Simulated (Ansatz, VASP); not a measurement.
**One calculation of K4As, two programs**

```
K As
1.0
     5.72376    0.00000    0.00000
     0.00000    5.72376    0.00000
     0.00000    0.00000    8.38864
K As
4 1
Direct
  0.50000 0.00000 0.21732
  0.00000 0.50000 0.78268
  0.50000 0.00000 0.78268
  0.00000 0.50000 0.21732
  0.00000 0.00000 0.00000
```

Change from the starting cell: ordered vacancies on the anion sites of antifluorite (P4/mmm, No. 123).

Alike in both runs: task relaxation of cell and atoms; functional PBE; k mesh 8 × 8 × 6; occupations gaussian, width 0.1 eV; no spin polarisation.

|  | VASP | Ansatz |
| --- | --- | --- |
| version | VASP 6.6.1 | Ansatz 0.2.0 |
| potentials or method | VASP PAW PBE potentials, release 64 (K_sv, As), cutoff 500 eV | scalar-relativistic, plane waves, PAW |
| valence electrons in the cell | 41 | 51 |

|  | VASP | Ansatz | Ansatz less VASP |
| --- | --- | --- | --- |
| gap on the k mesh at the Fermi level, each at its own relaxed structure (eV) | none | none | - |
| relaxed volume (Å³/atom) | 55.06 | 54.86 | -0.192 |
| relaxed length of the cell vector where the two differ most in proportion (Å) | 8.407 | 8.380 | -0.0270 |

A gap of «none» marks a metal or a gap that the smearing closes. VASP's potentials hold 41 valence electrons a cell and Ansatz's 51, so a difference there can come from the potentials and not from the codes.
